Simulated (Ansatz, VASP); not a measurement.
# Two plane-wave programs on Cd

```
Cd
1.0
    -1.74838    1.74838    1.74838
     1.74838   -1.74838    1.74838
     1.74838    1.74838   -1.74838
Cd
1
Direct
  0.00000 0.00000 0.00000
```

Alike in both runs: functional PBEsol; k mesh 16 × 16 × 16; occupations gaussian, width 0.1 eV; no spin polarisation.

Ansatz relaxed the structure, and its values are those at the end. VASP's run is a single point on that final structure, the one shown.

```csv
,VASP,Ansatz
version,VASP 6.6.1,Ansatz 0.2.0
potentials or method,"VASP PAW PBE potentials, release 64 (Cd), cutoff 500 eV","scalar-relativistic, plane waves, PAW"
valence electrons in the cell,12,20
```

VASP gave:

```
gap on the k mesh at the Fermi level (eV) : none
pressure (GPa)                            : 0.3
```

Problem. Which values does Ansatz return?

Solution. gap on the k mesh at the Fermi level (eV): none; pressure (GPa): -0.1.

VASP's potentials were made for PBE, not for PBEsol. A gap of «none» marks a metal or a gap that the smearing closes. VASP's potentials hold 12 valence electrons a cell and Ansatz's 20, so a difference there can come from the potentials and not from the codes.
